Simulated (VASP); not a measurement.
# Li2S (Fm-3m) in VASP: a series of runs

The runs below take Li2S through single point, with LDA.

All numbers are computed with VASP 6.6.1; they aren't measurements. Logs are shortened: lines on timing, memory, paths and dates and some standing lists are left out, and cuts for length are marked.

**1. The cell of the first run**

It takes space group Fm-3m (No. 225, cubic). Conventional cell: a = 5.591 Å, b = 5.591 Å, c = 5.591 Å, α = 90.00°, β = 90.00°, γ = 90.00°. Within 3.2 Å of Li (site symmetry -43m) lie 4 S at 2.42 Å and 6 Li at 2.80 Å. Within 3.2 Å of S (site symmetry m-3m) lie 8 Li at 2.42 Å.

**2. Single point, LDA (volume scaled by 0.94)**

Input file INCAR:

```
SYSTEM = Li2S
ALGO     = Normal         ! electronic algorithm
EDIFF    = 1E-6           ! SCF threshold, eV
ENCUT    = 750            ! plane-wave cutoff, eV
GGA      = CA             ! functional
GGA_COMPAT= .FALSE.      
ISIF     = 2              ! what is computed and relaxed
ISMEAR   = -1             ! smearing method
LASPH    = .TRUE.         ! aspherical terms in the spheres
LCHARG   = .TRUE.         ! write CHGCAR
LELF     = .TRUE.         ! ELF
LREAL    = .FALSE.        ! projectors in reciprocal space
LVHAR    = .TRUE.       
LWAVE    = .FALSE.        ! write WAVECAR
NBANDS   = 13             ! bands
NELM     = 120            ! most SCF steps
PREC     = Accurate       ! precision mode
SIGMA    = 0.02           ! smearing width, eV
```

Input file KPOINTS:

```
k-points
0
G
  7 7 7
  0 0 0
```

Input file POSCAR:

```
Li2S
1.0
    0.0000000000      2.7957387543      2.7957387543
    2.7957387543      0.0000000000      2.7957387543
    2.7957387543      2.7957387543      0.0000000000
Li S
2 1
Direct
    0.2500000000      0.2500000000      0.2500000000
    0.7500000000      0.7500000000      0.7500000000
    0.0000000000      0.0000000000      0.0000000000
```

Potentials or basis: VASP PAW LDA potentials, release 64 (Li_sv, S).

Command:

```bash
> cat potpaw_LDA.64/Li_sv/POTCAR potpaw_LDA.64/S/POTCAR > POTCAR
> mpirun -np 1 vasp_std > vasp.out
```

OUTCAR:

```text
SYSTEM = Li2S
   EDIFF = 1E-6
   ENCUT = 750
   GGA = CA
   ISIF = 2
   ISMEAR = -1
   LASPH = .TRUE.
   LREAL = .FALSE.
   NELM = 120
   PREC = Accurate

 ion  position               nearest neighbor table
   1  0.250  0.250  0.250-   3 2.42   3 2.42   3 2.42   3 2.42
   2  0.750  0.750  0.750-   3 2.42   3 2.42   3 2.42   3 2.42
   3  0.000  0.000  0.000-   2 2.42   2 2.42   2 2.42   1 2.42   1 2.42   1 2.42   2 2.42   1 2.42

  LATTYP: Found a face centered cubic cell.
 ALAT       =     5.5914775086

  Lattice vectors:

 A1 = (   0.0000000000,   2.7957387543,   2.7957387543)
 A2 = (   2.7957387543,   0.0000000000,   2.7957387543)
 A3 = (   2.7957387543,   2.7957387543,   0.0000000000)

Analysis of symmetry for initial positions (statically):
=====================================================================
 Subroutine PRICEL returns:
 Original cell was already a primitive cell.

 Routine SETGRP: Setting up the symmetry group for a
 face centered cubic supercell.

 Subroutine GETGRP returns: Found 48 space group operations
 (whereof 48 operations were pure point group operations)
 out of a pool of 48 trial point group operations.

The static configuration has the point symmetry O_h .

Analysis of symmetry for dynamics (positions and initial velocities):
=====================================================================
 Subroutine PRICEL returns:
 Original cell was already a primitive cell.

 Routine SETGRP: Setting up the symmetry group for a
 face centered cubic supercell.

 Subroutine GETGRP returns: Found 48 space group operations
 (whereof 48 operations were pure point group operations)
 out of a pool of 48 trial point group operations.

The dynamic configuration has the point symmetry O_h .

 Subroutine INISYM returns: Found 48 space group operations
 (whereof 48 operations are pure point group operations),
 and found     1 'primitive' translations

----------------------------------------------------------------------------------------

                                     Primitive cell

  volume of cell :      43.7039

  direct lattice vectors                    reciprocal lattice vectors
     0.000000000  2.795738754  2.795738754    -0.178843606  0.178843606  0.178843606
     2.795738754  0.000000000  2.795738754     0.178843606 -0.178843606  0.178843606
     2.795738754  2.795738754  0.000000000     0.178843606  0.178843606 -0.178843606

  length of vectors
     3.953771663  3.953771663  3.953771663     0.309766212  0.309766212  0.309766212

  position of ions in fractional coordinates (direct lattice)
     0.250000000  0.250000000  0.250000000
     0.750000000  0.750000000  0.750000000
     0.000000000  0.000000000  0.000000000

  ion indices of the primitive-cell ions
   primitive index   ion index
                 1           1
                 2           2
                 3           3

----------------------------------------------------------------------------------------

 KPOINTS: k-points

Automatic generation of k-mesh.
 Grid dimensions read from file:
 generate k-points for:    7    7    7

 Generating k-lattice:

  Cartesian coordinates                     Fractional coordinates (reciprocal lattice)
    -0.025549087  0.025549087  0.025549087     0.142857143  0.000000000  0.000000000
     0.025549087 -0.025549087  0.025549087     0.000000000  0.142857143  0.000000000
     0.025549087  0.025549087 -0.025549087     0.000000000  0.000000000  0.142857143

  Length of vectors
     0.044252316  0.044252316  0.044252316

  Shift w.r.t. Gamma in fractional coordinates (k-lattice)
     0.000000000  0.000000000  0.000000000

 Subroutine IBZKPT returns following result:
 ===========================================

 Found     20 irreducible k-points:

 Following reciprocal coordinates:
            Coordinates               Weight
  0.000000  0.000000  0.000000      1.000000
  0.142857  0.000000  0.000000      8.000000
  0.285714  0.000000  0.000000      8.000000
  0.428571  0.000000  0.000000      8.000000
  0.142857  0.142857  0.000000      6.000000
  0.285714  0.142857  0.000000     24.000000
[... 12 lines left out ...]
 -0.428571  0.428571  0.142857     24.000000
 -0.285714  0.428571  0.142857     24.000000
   k-points           NKPTS =     20   k-points in BZ     NKDIM =     20   number of bands    NBANDS=     13
   number of dos      NEDOS =    301   number of ions     NIONS =      3
   total plane-waves  NPLWV =  46656
   dimension x,y,z NGX =    36 NGY =   36 NGZ =   36
   dimension x,y,z NGXF=    72 NGYF=   72 NGZF=   72
   ions per type =               2   1
   NGX,Y,Z   is equivalent  to a cutoff of  15.14, 15.14, 15.14 a.u.
   NGXF,Y,Z  is equivalent  to a cutoff of  30.27, 30.27, 30.27 a.u.
 SYSTEM =  Li2S
   PREC   = accura    normal or accurate (medium, high low for compatibility)
   ISTART =      0    job   : 0-new  1-cont  2-samecut
   ICHARG =      2    charge: 1-file 2-atom 10-const
   ISPIN  =      1    spin polarized calculation?
   LNONCOLLINEAR =      F non collinear calculations
   LSORBIT =      F    spin-orbit coupling
   LASPH  =      T    aspherical Exc in radial PAW
   ENCUT  =  750.0 eV  55.12 Ry    7.42 a.u.   8.83  8.83  8.83*2*pi/ulx,y,z
   NELM   =    120;   NELMIN=  2; NELMDL= -5     # of ELM steps
   EDIFF  = 0.1E-05   stopping-criterion for ELM
   LREAL  =      F    real-space projection
   EDIFFG = 0.1E-04   stopping-criterion for IOM
   NSW    =      0    number of steps for IOM
   IBRION =     -1    ionic relax: 0-MD 1-quasi-New 2-CG
   NFREE  =      0    steps in history (QN), initial steepest desc. (CG)
   ISIF   =      2    stress and relaxation
   ISYM   =      2    0-nonsym 1-usesym 2-fastsym
   POTIM  = 0.5000    time-step for ionic-motion
   TEBEG  =    0.0;   TEEND  =   0.0 temperature during run
   PSTRESS=    0.0 pullay stress
   NELECT =      12.0000    total number of electrons
   NUPDOWN=      -1.0000    fix difference up-down
   EMIN   =  10.00;   EMAX   =-10.00  energy-range for DOS
   EFERMI =   0.00;   METHOD = LEGACY
   ISMEAR =    -1;   SIGMA  =   0.02  broadening in eV -4-tet -1-fermi 0-gaus
   EFERMI_NEDOS =   21; number of points for ismear=-14 and -15
   IALGO  =     38    algorithm
   IMIX   =      4    mixing-type and parameters
     AMIX     =   0.40;   BMIX     =  1.00
     AMIX_MAG =   1.60;   BMIX_MAG =  1.00
  volume/ion in A,a.u.               =      14.57        98.31
  Fermi-wavevector in a.u.,A,eV,Ry     =   1.064050  2.010763 15.404546  1.132202
  Thomas-Fermi vector in A             =   2.199555
   LORBIT       =      0    0 simple, 1 ext, 2 COOP (PROOUT), +10 PAW based schemes
   GGA     = CA    functional components
   LHFCALC =     F    Hartree Fock is set to
   AEXX    =    0.0000 exact exchange contribution
   IVDW    =     0    specifies the selected vdW correction
   LEPSILON=     F    determine dielectric tensor
   LRPA    =     F    only Hartree local field effects (RPA)
 non-spin polarized calculation
  energy-cutoff  :      750.00
  volume of cell :       43.70
 maximum number of plane-waves:      2085
   NGX = 17   NGY = 17   NGZ = 17

 number of electron      11.9999996 magnetization

 Free energy of the ion-electron system (eV)
  ---------------------------------------------------
  ext. energy  EPLUGINS =         0.00000000
  ---------------------------------------------------
  free energy    TOTEN  =       -13.01273687 eV

  energy without entropy =      -13.01273687  energy(sigma->0) =      -13.01273687

 E-fermi :   2.2607     XC(G=0):  -9.0386

 val. band max:        1.7476105141   @ k =   0.0000   0.0000   0.0000
 cond. band min:       5.0326064700   @ k =   0.4286   0.4286   0.0000
 fundamental gap:      3.2849959559
 Fermi energy:         2.2606847298

 k-point     1 :       0.0000    0.0000    0.0000
  band No.  band energies     occupation
      1     -41.3587      2.00000
      2     -41.2986      2.00000
      3      -9.3811      2.00000
      4       1.7476      2.00000
      5       1.7476      2.00000
      6       1.7476      2.00000
      7       6.1057      0.00000
      8       7.7813      0.00000
      9       7.7813      0.00000
     10       7.7813      0.00000
     11      13.0198      0.00000
     12      13.0198      0.00000
     13      14.1600      0.00000

 k-point     2 :       0.1429    0.0000    0.0000
  band No.  band energies     occupation
      1     -41.3554      2.00000
      2     -41.3013      2.00000
      3      -9.3008      2.00000
      4       0.9311      2.00000
      5       1.6202      2.00000
      6       1.6202      2.00000
      7       6.6299      0.00000
      8       8.0966      0.00000
      9       8.0966      0.00000
     10       8.3222      0.00000
     11      11.8284      0.00000
     12      11.8284      0.00000
     13      14.4158      0.00000

 k-point     3 :       0.2857    0.0000    0.0000
  band No.  band energies     occupation
      1     -41.3465      2.00000
      2     -41.3091      2.00000
      3      -9.1045      2.00000
      4      -0.4023      2.00000
      5       1.3728      2.00000
      6       1.3728      2.00000
      7       7.3470      0.00000
      8       8.3851      0.00000
      9       8.3851      0.00000
     10       9.4418      0.00000
     11      11.7616      0.00000
     12      11.7616      0.00000
     13      15.1312      0.00000
[... 241 lines left out ...]
 k-point    19 :      -0.4286    0.4286    0.1429
  band No.  band energies     occupation
      1     -41.3341      2.00000
      2     -41.3197      2.00000
      3      -8.7811      2.00000
      4      -0.5357      2.00000
      5       0.0602      2.00000
      6       0.1363      2.00000
      7       6.0826      0.00000
      8       9.4595      0.00000
      9      10.1627      0.00000
     10      12.4679      0.00000
     11      12.7808      0.00000
     12      13.9666      0.00000
     13      15.3478      0.00000

 k-point    20 :      -0.2857    0.4286    0.1429
  band No.  band energies     occupation
      1     -41.3281      2.00000
      2     -41.3256      2.00000
      3      -8.7603      2.00000
      4      -0.5411      2.00000
      5      -0.2675      2.00000
      6       0.2466      2.00000
      7       6.9273      0.00000
      8       9.2122      0.00000
      9      10.6307      0.00000
     10      11.1735      0.00000
     11      12.8664      0.00000
     12      13.0357      0.00000
     13      15.5136      0.00000

------------------------ aborting loop because EDIFF is reached ----------------------------------------

  FORCE on cell =-STRESS in cart. coord.  units (eV):
  Direction    XX          YY          ZZ          XY          YZ          ZX
  --------------------------------------------------------------------------------------
  -------------------------------------------------------------------------------------
  Total       -0.1843055     -0.1843055     -0.1843055      0.0000000      0.0000000      0.0000000
  in kB       -6.7566136     -6.7566136     -6.7566136      0.0000000      0.0000000      0.0000000
  external PRESSURE =      -6.7566136 kB  Pullay stress =       0.0000000 kB

 VOLUME and BASIS-vectors are now :
 -----------------------------------------------------------------------------
  energy-cutoff  :      750.00
  volume of cell :       43.70
      direct lattice vectors                 reciprocal lattice vectors
     0.000000000  2.795738754  2.795738754    -0.178843606  0.178843606  0.178843606
     2.795738754  0.000000000  2.795738754     0.178843606 -0.178843606  0.178843606
     2.795738754  2.795738754  0.000000000     0.178843606  0.178843606 -0.178843606

 POSITION                                       TOTAL-FORCE (eV/Angst)
 -----------------------------------------------------------------------------------
      1.39787      1.39787      1.39787        -0.000000      0.000000     -0.000000
      4.19361      4.19361      4.19361        -0.000000     -0.000000      0.000000
      0.00000      0.00000      0.00000         0.000000      0.000000      0.000000
 -----------------------------------------------------------------------------------
    total drift:                                0.000000      0.000000      0.000000

  FREE ENERGIE OF THE ION-ELECTRON SYSTEM (eV)
  ---------------------------------------------------
  free  energy   TOTEN  =       -13.0127368655 eV

  energy  without entropy=      -13.0127368655  energy(sigma->0) =      -13.01273687
```

It took 7.6 s on 1 thread of Intel Xeon 6975P-C (Granite Rapids), shared host; peak memory 0.17 GiB.

Results:

```
Free energy            : -13.0127 eV
Pressure               : -0.7 GPa
Band gap on the k mesh : 3.29 eV, indirect (least direct gap 4.36 eV)
```

Levels at points of the mesh, in eV from the valence-band top:
```csv
k point,band 2,band 3,band 4,band 5,band 6,band 7,band 8,band 9,band 10,band 11
"(0.00, 0.00, 0.00)",-43.05,-11.13,0.00,0.00,0.00,4.36,6.03,6.03,6.03,11.27
```

**3. Single point, LDA (volume scaled by 0.98)**

Input file INCAR:

```
ALGO = Normal
EDIFF = 1E-6
ENCUT = 750
GGA_COMPAT = F
ISIF = 2
ISMEAR = -1
LASPH = T
LCHARG = F
LREAL = F
LWAVE = F
NBANDS = 13
NELM = 120
PREC = Accurate
SIGMA = 0.02
```

Input file KPOINTS:

```
k-points
0
Gamma
  7 7 7
```

Input file POSCAR:

```
Li2S
1.0
    0.0000000000      2.8348450604      2.8348450604
    2.8348450604      0.0000000000      2.8348450604
    2.8348450604      2.8348450604      0.0000000000
Li S
2 1
Direct
    0.2500000000      0.2500000000      0.2500000000
    0.7500000000      0.7500000000      0.7500000000
    0.0000000000      0.0000000000      0.0000000000
```

Potentials or basis: VASP PAW LDA potentials, release 64 (Li_sv, S).

Command:

```bash
> cat potpaw_LDA.64/Li_sv/POTCAR potpaw_LDA.64/S/POTCAR > POTCAR
> mpirun -np 1 vasp_std > vasp.out
```

Wall time 6.8 s (1 thread of Intel Xeon 6975P-C (Granite Rapids), shared host); peak memory 0.17 GiB.

Results (log left out):

```
Free energy            : -12.9959 eV
Pressure               : -2.4 GPa
Band gap on the k mesh : 3.31 eV, indirect (least direct gap 4.14 eV)
```

Levels at points of the mesh, in eV from the valence-band top:
```tsv
k point	band 3	band 4	band 5	band 6	band 7	band 8	band 9	band 10
(0.00, 0.00, 0.00)	-11.01	0.00	0.00	0.00	4.14	6.02	6.02	6.02
```

 A k mesh can miss the band edges.
